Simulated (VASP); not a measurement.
# Ba: single point with PBE

The system is Ba.

```xyz
1
Lattice="-2.5395 2.5395 2.5395 2.5395 -2.5395 2.5395 2.5395 2.5395 -2.5395" Properties=species:S:1:pos:R:3 pbc="T T T"
Ba    0.0000    0.0000    0.0000
```

* Program: VASP 6.6.1
* Task: single point
* Functional: PBE
* Potentials or basis: VASP PAW PBE potentials, release 64 (Ba_sv)
* Cutoff: 520 eV
* k mesh: 8 × 8 × 8
* Occupations: fermi-dirac, width 0.05 eV
* Spin: no spin polarisation
* Dipole correction: no
* Further INCAR settings: ALGO = Fast; EDIFF = 1e-07; NBANDS = 11

* Pressure: -0.3 GPa
* Band gap on the k mesh: zero (band 5 reaches 2.01 eV, above the bottom of band 6 at 1.03 eV)

Levels at points of the mesh, in eV from the Fermi level:
```
           k point  band 3  band 4  band 5  band 6  band 7  band 8
(0.00, 0.00, 0.00)  -13.91  -13.91   -2.72    1.79    1.79    1.79
(0.50, 0.00, 0.00)  -14.05  -13.92   -0.86    0.70    1.14    3.10
(0.50, 0.50, 0.50)  -14.20  -14.20   -0.48   -0.48    4.18    4.18
```

Wall time 40 s on 1 thread of Intel Xeon 8259CL, with other jobs on the host, peak memory 0.21 GiB.

Caveat: spin-orbit coupling is left out, which moves the levels of the heavy elements.
